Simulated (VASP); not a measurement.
A run of VASP 6.6.1:

INCAR

```
SYSTEM = PtWS3
  ALGO = Normal
  EDIFF = 1E-7
  EDIFFG = -0.04
  ENCUT = 600
  GGA = PE
  IBRION = 2
  ISIF = 3
  ISMEAR = 0
  LASPH = .TRUE.
  LCHARG = .FALSE.
  LREAL = .FALSE.
  LWAVE = .FALSE.
  NELM = 100
  NSW = 90
  PREC = Accurate
  SIGMA = 0.1
```

File KPOINTS:

```
k-points
0
G
  4 4 4
  0 0 0
```

File POSCAR:

```
PtWS3
1.0
    4.4447339200      0.0000000000      0.0000000000
    0.0000000000      4.4447339200      0.0000000000
    0.0000000000      0.0000000000      4.4447339200
Pt W S
1 1 3
Direct
    0.0000000000      0.0000000000      0.0000000000
    0.5000000000      0.5000000000      0.5000000000
    0.0000000000      0.5000000000      0.5000000000
    0.5000000000      0.0000000000      0.5000000000
    0.5000000000      0.5000000000      0.0000000000
```

Potentials or basis: VASP PAW PBE potentials, release 64 (Pt, W_sv, S).

Run with:

```console
$ cat potpaw_PBE.64/Pt/POTCAR potpaw_PBE.64/W_sv/POTCAR potpaw_PBE.64/S/POTCAR > POTCAR
$ mpirun -np 1 vasp_std > vasp.out
```

Hardware: 1 thread of AMD EPYC 7R43 64-Core Processor (Zen 3), with other jobs on the host.

Q: Estimate the wall time of this run.

A: Wall time 110 s on 1 thread of AMD EPYC 7R43 64-Core Processor (Zen 3), on a shared host, peak memory 0.2 GiB. Counts: scf iterations 58, k points 10, ion steps 4.
